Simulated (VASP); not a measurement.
Here is a VASP 6.6.1 calculation.

The input INCAR:

```
PREC = Accurate ; ENCUT = 520
EDIFF = 1E-6 ; ISMEAR = 0
SIGMA = 0.15 ; LREAL = False
LASPH = True ; NELM = 100
ALGO = Normal ; ISIF = 2
LWAVE = False ; LCHARG = False
GGA = PE ; NBANDS = 42
```

KPOINTS

```
regular mesh
0
Gamma
  3 2 2
```

The input POSCAR:

```
AgSn2SeI3
1.0
    4.0854834209      0.0000000000      0.0000000000
    0.0000000000      5.1773223675      6.1207609092
    0.0000000000     -5.1773223675      6.1207609092
Ag Sn Se I
1 2 1 3
Direct
    0.0000000000      1.0007286252      1.0007286252
    0.5000000000      0.5173315000      0.9155662765
    0.5000000000      0.9155662765      0.5173315000
    0.0000000000      0.7915319016      0.7915319016
    0.0000000000      0.2251433728      0.2251433728
    0.0000000000      0.3340572619      0.7156410521
    0.0000000000      0.7156410521      0.3340572619
```

Potentials or basis: VASP PAW PBE potentials, release 64 (Ag, Sn_d, Se, I).

Command:

```console
$ cat potpaw_PBE.64/Ag/POTCAR potpaw_PBE.64/Sn_d/POTCAR potpaw_PBE.64/Se/POTCAR potpaw_PBE.64/I/POTCAR > POTCAR
$ mpirun -np 1 vasp_std > vasp.out
```

(1) Estimate the pressure.

(2) Predict the largest force.

(3) Estimate the band gap on the k mesh.

## Answers

(1) 0.0 GPa.

(2) 0.014 eV/Å.

(3) 1.04 eV, indirect (least direct gap 1.24 eV).

Caveat: the k points lie up to 0.51 Å⁻¹ apart; spin-orbit coupling is left out, which moves the levels of the heavy elements.
